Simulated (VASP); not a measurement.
# TiH (I4/mmm) in VASP: single point with r2SCAN

Aim: the single point of TiH with r2SCAN.

All numbers are computed with VASP 6.6.1; they aren't measurements. Logs are shortened: lines on timing, memory, paths and dates and some standing lists are left out, and cuts for length are marked.

## Step 1: The cell of the first run

Symmetry: I4/mmm, No. 139, tetragonal system. The conventional cell has a = 3.103 Å, b = 3.103 Å, c = 4.179 Å, α = 90.00°, β = 90.00°, γ = 90.00°. Within 2.8 Å of Ti (site symmetry 4/mmm) lie 6 H at 2.09 to 2.19 Å. H (site symmetry 4/mmm) has 6 Ti at 2.09 to 2.19 Å within 2.8 Å.

## Step 2: Single point, r2SCAN (strain +0.050 along x and y, +0.000 along z)

POSCAR reads:

```
TiH
1.0
    0.0000000000      2.1941820810      2.0896972200
    2.1941820810      0.0000000000      2.0896972200
    2.1941820810      2.1941820810      0.0000000000
Ti H
1 1
Direct
    0.0000000000      0.0000000000      0.0000000000
    0.5000000000      0.5000000000      0.5000000000
```

INCAR.step1 reads:

```
SYSTEM = TiH
PREC = Accurate ; ENCUT = 520
ISMEAR = 0 ; SIGMA = 0.15
LREAL = .False. ; LASPH = .True.
NELM = 100 ; NBANDS = 14
GGA = PE ; ALGO = Normal
EDIFF = 1E-4 ; LWAVE = .True.
LCHARG = .False.
```

INCAR.step2 reads:

```
SYSTEM = TiH
PREC = Accurate ; ENCUT = 520
EDIFF = 1E-6 ; ISMEAR = 0
SIGMA = 0.15 ; LREAL = .False.
LASPH = .True. ; NELM = 100
ALGO = Normal ; ISIF = 2
LWAVE = .False. ; LCHARG = .False.
METAGGA = R2SCAN ; LMIXTAU = .True.
NBANDS = 14 ; ISTART = 1
```

KPOINTS reads:

```
regular mesh
0
Gamma
  20 20 20
  0 0 0
```

Potentials or basis: VASP PAW PBE potentials, release 64 (Ti_sv, H).

Launch:

```console
> cat potpaw_PBE.64/Ti_sv/POTCAR potpaw_PBE.64/H/POTCAR > POTCAR
> cp INCAR.step1 INCAR
> mpirun -np 1 vasp_std > vasp.out
> cp INCAR.step2 INCAR
> mpirun -np 1 vasp_std > vasp.out
```

OUTCAR:

```text
SYSTEM = TiH
   PREC = Accurate
   ENCUT = 520
   EDIFF = 1E-6
   ISMEAR = 0
   LREAL = .False.
   LASPH = .True.
   NELM = 100
   ISIF = 2
   METAGGA = R2SCAN
   ISTART = 1

 ion  position               nearest neighbor table
   1  0.000  0.000  0.000-
   2  0.500  0.500  0.500-

  LATTYP: Found a body centered tetragonal cell.
 ALAT       =     3.1030420573
 C/A-ratio  =     1.3468700594

  Lattice vectors:

 A1 = (   0.0000000000,  -2.1941820810,  -2.0896972200)
 A2 = (   0.0000000000,   2.1941820810,  -2.0896972200)
 A3 = (   2.1941820810,   0.0000000000,   2.0896972200)

Analysis of symmetry for initial positions (statically):
=====================================================================
 Subroutine PRICEL returns:
 Original cell was already a primitive cell.

 Routine SETGRP: Setting up the symmetry group for a
 body centered tetragonal supercell.

 Subroutine GETGRP returns: Found 16 space group operations
 (whereof 16 operations were pure point group operations)
 out of a pool of 16 trial point group operations.

The static configuration has the point symmetry D_4h.

Analysis of symmetry for dynamics (positions and initial velocities):
=====================================================================
 Subroutine PRICEL returns:
 Original cell was already a primitive cell.

 Routine SETGRP: Setting up the symmetry group for a
 body centered tetragonal supercell.

 Subroutine GETGRP returns: Found 16 space group operations
 (whereof 16 operations were pure point group operations)
 out of a pool of 16 trial point group operations.

The dynamic configuration has the point symmetry D_4h.

 Subroutine INISYM returns: Found 16 space group operations
 (whereof 16 operations are pure point group operations),
 and found     1 'primitive' translations

----------------------------------------------------------------------------------------

                                     Primitive cell

  volume of cell :      20.1214

  direct lattice vectors                    reciprocal lattice vectors
     0.000000000  2.194182081  2.089697220    -0.227875346  0.227875346  0.239269113
     2.194182081  0.000000000  2.089697220     0.227875346 -0.227875346  0.239269113
     2.194182081  2.194182081  0.000000000     0.227875346  0.227875346 -0.239269113

  length of vectors
     3.030060969  3.030060969  3.103042057     0.401377696  0.401377696  0.401377696

  position of ions in fractional coordinates (direct lattice)
     0.000000000  0.000000000  0.000000000
     0.500000000  0.500000000  0.500000000

  ion indices of the primitive-cell ions
   primitive index   ion index
                 1           1
                 2           2

----------------------------------------------------------------------------------------

 KPOINTS: regular mesh

Automatic generation of k-mesh.
 Grid dimensions read from file:
 generate k-points for:   20   20   20

 Generating k-lattice:

  Cartesian coordinates                     Fractional coordinates (reciprocal lattice)
    -0.011393767  0.011393767  0.011963456     0.050000000 -0.000000000  0.000000000
     0.011393767 -0.011393767  0.011963456    -0.000000000  0.050000000  0.000000000
     0.011393767  0.011393767 -0.011963456     0.000000000  0.000000000  0.050000000

  Length of vectors
     0.020068885  0.020068885  0.020068885

  Shift w.r.t. Gamma in fractional coordinates (k-lattice)
     0.000000000  0.000000000  0.000000000

 Subroutine IBZKPT returns following result:
 ===========================================

 Found    641 irreducible k-points:

 Following reciprocal coordinates:
            Coordinates               Weight
  0.000000  0.000000  0.000000      1.000000
  0.050000  0.000000  0.000000      8.000000
  0.100000 -0.000000  0.000000      8.000000
  0.150000  0.000000  0.000000      8.000000
  0.200000 -0.000000  0.000000      8.000000
  0.250000  0.000000  0.000000      8.000000
[... 16 lines left out ...]
 -0.400000  0.050000  0.000000      8.000000
 -0.350000  0.050000  0.000000      8.000000
 [... further k-points ...]
   k-points           NKPTS =    641   k-points in BZ     NKDIM =    641   number of bands    NBANDS=     14
   number of dos      NEDOS =    301   number of ions     NIONS =      2
   total plane-waves  NPLWV =  13824
   dimension x,y,z NGX =    24 NGY =   24 NGZ =   24
   dimension x,y,z NGXF=    48 NGYF=   48 NGZF=   48
   ions per type =               1   1
   NGX,Y,Z   is equivalent  to a cutoff of  13.17, 13.17, 12.86 a.u.
   NGXF,Y,Z  is equivalent  to a cutoff of  26.34, 26.34, 25.72 a.u.
 SYSTEM =  TiH
   PREC   = accura    normal or accurate (medium, high low for compatibility)
   ISTART =      1    job   : 0-new  1-cont  2-samecut
   ICHARG =      0    charge: 1-file 2-atom 10-const
   ISPIN  =      1    spin polarized calculation?
   LNONCOLLINEAR =      F non collinear calculations
   LSORBIT =      F    spin-orbit coupling
   LASPH  =      T    aspherical Exc in radial PAW
   ENCUT  =  520.0 eV  38.22 Ry    6.18 a.u.   5.63  5.63  5.77*2*pi/ulx,y,z
   NELM   =    100;   NELMIN=  2; NELMDL=  0     # of ELM steps
   EDIFF  = 0.1E-05   stopping-criterion for ELM
   LREAL  =      F    real-space projection
[... 7 lines left out ...]
   TEBEG  =    0.0;   TEEND  =   0.0 temperature during run
   PSTRESS=    0.0 pullay stress
   NELECT =      13.0000    total number of electrons
   NUPDOWN=      -1.0000    fix difference up-down
   EMIN   =  10.00;   EMAX   =-10.00  energy-range for DOS
   EFERMI =   0.00;   METHOD = LEGACY
   ISMEAR =     0;   SIGMA  =   0.15  broadening in eV -4-tet -1-fermi 0-gaus
   EFERMI_NEDOS =   21; number of points for ismear=-14 and -15
   IALGO  =     38    algorithm
   IMIX   =      4    mixing-type and parameters
     AMIX     =   0.40;   BMIX     =  1.00
     AMIX_MAG =   1.60;   BMIX_MAG =  1.00
  volume/ion in A,a.u.               =      10.06        67.89
  Fermi-wavevector in a.u.,A,eV,Ry     =   1.415260  2.674455 27.251956  2.002962
  Thomas-Fermi vector in A             =   2.536717
   LORBIT       =      0    0 simple, 1 ext, 2 COOP (PROOUT), +10 PAW based schemes
   METAGGA = R2SCAN    functional components
   LHFCALC =     F    Hartree Fock is set to
   AEXX    =    0.0000 exact exchange contribution
   IVDW    =     0    specifies the selected vdW correction
   LEPSILON=     F    determine dielectric tensor
   LRPA    =     F    only Hartree local field effects (RPA)
 non-spin polarized calculation
 Gauss-broadening in eV      SIGMA  =   0.15
  energy-cutoff  :      520.00
  volume of cell :       20.12
 maximum number of plane-waves:       554
   NGX = 11   NGY = 11   NGZ = 11

 number of electron      13.0000000 magnetization

 Free energy of the ion-electron system (eV)
  ---------------------------------------------------
  ext. energy  EPLUGINS =         0.00000000
  ---------------------------------------------------
  free energy    TOTEN  =       -17.07199716 eV

  energy without entropy =      -17.05282019  energy(sigma->0) =      -17.06240867

 E-fermi :   7.8385     XC(G=0): -12.3165

 val. band max:        7.8381864842   @ k =  -0.3500   0.0500   0.1500
 cond. band min:       7.8421321052   @ k =  -0.3000   0.0500   0.1500
 fundamental gap:      0.0039456210
 Fermi energy:         7.8384809699

 k-point     1 :       0.0000    0.0000    0.0000
  band No.  band energies     occupation
      1     -51.4251      2.00000
      2     -26.3979      2.00000
      3     -26.3886      2.00000
      4     -26.3886      2.00000
      5      -1.8029      2.00000
      6       8.3888      0.00000
      7       8.3888      0.00000
      8       8.7664      0.00000
      9       9.9146      0.00000
     10      10.2400      0.00000
     11      17.9055      0.00000
     12      22.2877      0.00000
     13      23.7450      0.00000
     14      23.7451      0.00000

 k-point     2 :       0.0500    0.0000    0.0000
  band No.  band energies     occupation
      1     -51.4233      2.00000
      2     -26.4059      2.00000
      3     -26.3934      2.00000
      4     -26.3904      2.00000
      5      -1.7366      2.00000
      6       8.3639      0.00000
      7       8.4136      0.00000
      8       8.7644      0.00000
      9       9.8952      0.00000
     10      10.2126      0.00000
     11      17.6262      0.00000
     12      22.3223      0.00000
     13      23.8057      0.00000
     14      23.9028      0.00000

 k-point     3 :       0.1000   -0.0000    0.0000
  band No.  band energies     occupation
      1     -51.4181      2.00000
      2     -26.4385      2.00000
      3     -26.3979      2.00000
      4     -26.3956      2.00000
      5      -1.5403      2.00000
      6       8.2562      0.00008
      7       8.4780      0.00000
      8       8.7858      0.00000
      9       9.8505      0.00000
     10      10.1426      0.00000
     11      16.9463      0.00000
     12      22.3362      0.00000
     13      23.9764      0.00000
     14      24.2433      0.00000
[... 324 lines left out ...]
 k-point    23 :      -0.4000    0.0500    0.0000
  band No.  band energies     occupation
      1     -51.3555      2.00000
      2     -26.8221      2.00000
      3     -26.4552      2.00000
      4     -26.4454      2.00000
      5       1.7934      2.00000
      6       5.3917      2.00000
      7       8.2070      0.00051
      8       8.5131      0.00000
      9      10.7455      0.00000
     10      10.8522      0.00000
     11      14.2440      0.00000
     12      17.4040      0.00000
     13      24.5494      0.00000
     14      24.9905      0.00000

 k-point    24 :      -0.3500    0.0500    0.0000
  band No.  band energies     occupation
      1     -51.3629      2.00000
      2     -26.7764      2.00000
      3     -26.4465      2.00000
      4     -26.4430      2.00000
      5       1.1773      2.00000
      6       5.9734      2.00000
      7       8.3019      0.00001
      8       8.5752      0.00000
      9      10.4753      0.00000
     10      10.7317      0.00000
     11      14.2139      0.00000
     12      18.2723      0.00000
     13      24.4489      0.00000
     14      25.7053      0.00000

 [... further k-points ...]

------------------------ aborting loop because EDIFF is reached ----------------------------------------

  FORCE on cell =-STRESS in cart. coord.  units (eV):
  Direction    XX          YY          ZZ          XY          YZ          ZX
  --------------------------------------------------------------------------------------
  -------------------------------------------------------------------------------------
  Total       -1.5190934     -1.5190934     -1.4632043      0.0000000     -0.0000000      0.0000000
  in kB     -120.9584960   -120.9584960   -116.5083015      0.0000000     -0.0000000      0.0000000
  external PRESSURE =    -119.4750978 kB  Pullay stress =       0.0000000 kB

 VOLUME and BASIS-vectors are now :
 -----------------------------------------------------------------------------
  energy-cutoff  :      520.00
  volume of cell :       20.12
      direct lattice vectors                 reciprocal lattice vectors
     0.000000000  2.194182081  2.089697220    -0.227875346  0.227875346  0.239269113
     2.194182081  0.000000000  2.089697220     0.227875346 -0.227875346  0.239269113
     2.194182081  2.194182081  0.000000000     0.227875346  0.227875346 -0.239269113

 POSITION                                       TOTAL-FORCE (eV/Angst)
 -----------------------------------------------------------------------------------
      0.00000      0.00000      0.00000         0.000000     -0.000000      0.000000
      2.19418      2.19418      2.08970        -0.000000      0.000000      0.000000
 -----------------------------------------------------------------------------------
    total drift:                                0.000000     -0.000000     -0.000000

  FREE ENERGIE OF THE ION-ELECTRON SYSTEM (eV)
  ---------------------------------------------------
  free  energy   TOTEN  =       -17.0719971586 eV

  energy  without entropy=      -17.0528201889  energy(sigma->0) =      -17.06240867
```

It took 12 min on 1 thread of Intel Xeon 8259CL, shared host; peak memory 0.3 GiB.

Results:

```
Free energy            : -17.0720 eV
Pressure               : -11.9 GPa
Band gap on the k mesh : zero (an odd number of electrons rules out a gap without spin polarisation)
```

Levels at points of the mesh, in eV from the Fermi level:
| k point | band 4 | band 5 | band 6 | band 7 | band 8 | band 9 |
| --- | --- | --- | --- | --- | --- | --- |
| (0.00, 0.00, 0.00) | -34.23 | -9.64 | 0.55 | 0.55 | 0.93 | 2.08 |
| (0.50, 0.00, 0.00) | -34.27 | -5.42 | -3.07 | 0.26 | 0.66 | 3.01 |
| (0.50, 0.50, 0.00) | -34.41 | -6.63 | -1.79 | 1.75 | 3.20 | 3.30 |
| (0.50, 0.00, 0.50) | -34.35 | -6.71 | -1.70 | 0.90 | 3.18 | 3.21 |

Caveat: the cell differs from its parent crystal (strain +0.050 along x and y, +0.000 along z); the cell stands under tension; the PAW data sets were made with another functional, which shifts forces and pressure a little.
